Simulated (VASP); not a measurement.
Crystal: SiPb (rocksalt type).

```
Pb Si
1.0
     0.00000    2.89116    2.89116
     2.89116    0.00000    2.89116
     2.89116    2.89116    0.00000
Pb Si
1 1
Direct
  0.00000 0.00000 0.00000
  0.50000 0.50000 0.50000
```

Base run:

```yaml
Program: VASP 6.6.1
Functional: PBE
Potentials_or_basis: VASP PAW PBE potentials, release 64 (Pb_d, Si)
Cutoff: 520 eV
k_mesh: 13 × 13 × 13
Occupations: fermi-dirac, width 0.05 eV
Spin: no spin polarisation
```

Its results: band gap on the k mesh zero (bands 9 and 10 overlap by 3.53 eV); pressure 2.3 GPa.

**Question.** The run is repeated on the same cell with these changes: occupations from fermi-dirac, width 0.05 eV to gaussian, width 0.1 eV; dispersion from none to D3(BJ). What comes out?

**Answer.** Band gap on the k mesh zero (bands 9 and 10 overlap by 3.53 eV); pressure -0.3 GPa.

Caveats: spin-orbit coupling is left out, which moves the levels of the heavy elements.
